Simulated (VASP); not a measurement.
## InO: single point with PBEsol+D3(BJ)

The system is InO, a slab with vacuum.

```
CELL_PARAMETERS angstrom
3.16441 0.00000 0.00000
-1.58220 2.74046 0.00000
0.00000 0.00000 18.91182
ATOMIC_POSITIONS crystal
In 0.66667 0.33333 0.59002
In 0.66667 0.33333 0.40998
O 0.00000 0.00000 0.63987
O 0.00000 0.00000 0.36013
```

This cell differs from its parent crystal: ratio of the length along z to the lengths across it x 1.3, volume and fractional coordinates fixed.

```
Program                : VASP 6.6.1
Task                   : single point
Functional             : PBEsol
Dispersion             : D3(BJ)
Potentials or basis    : VASP PAW PBE potentials, release 64 (In_d, O)
Cutoff                 : 520 eV
k mesh                 : 12 × 12 × 4
Occupations            : gaussian, width 0.03 eV
Spin                   : no spin polarisation
Dipole correction      : no
Further INCAR settings : ALGO = Normal; EDIFF = 1e-07; NBANDS = 27
```

```json
{
 "Largest force": "1.209 eV/Å",
 "Band gap on the k mesh": "zero (bands 19 and 20 overlap by 0.87 eV)",
 "Dispersion energy per atom": "-0.138 eV"
}
```

Forces in eV/Å, atoms in the order of the input:
```
In   0.000  0.000 -1.209
In   0.000  0.000  1.209
O    0.000  0.000  0.132
O    0.000  0.000 -0.132
```

Levels at points of the mesh, in eV from the Fermi level:
```tsv
k point	band 15	band 16	band 17	band 18	band 19	band 20	band 21	band 22	band 23	band 24
(0.00, 0.00, 0.00)	-2.22	-2.22	-2.22	-2.22	-1.83	-0.58	2.79	5.27	6.14	6.64
(0.50, 0.00, 0.00)	-3.62	-3.36	-3.17	-3.14	-0.52	1.74	2.72	3.75	7.46	9.00
(0.00, 0.00, 0.50)	-2.22	-2.22	-2.22	-2.22	-1.83	-0.58	2.79	5.26	6.32	6.38
(0.50, 0.00, 0.50)	-3.62	-3.36	-3.17	-3.14	-0.52	1.74	2.72	3.75	7.46	9.00
```

Wall time 5.7 min on 1 thread of Intel(R) Xeon(R) Platinum 8259CL CPU @ 2.50GHz (Skylake/Cascade Lake), with other jobs on the host, peak memory 0.4 GiB.

Caveat: there is no dipole correction, which matters where the two faces differ; the PAW data sets were made with another functional, which shifts forces and pressure a little; spin-orbit coupling is left out, which moves the levels of the heavy elements.
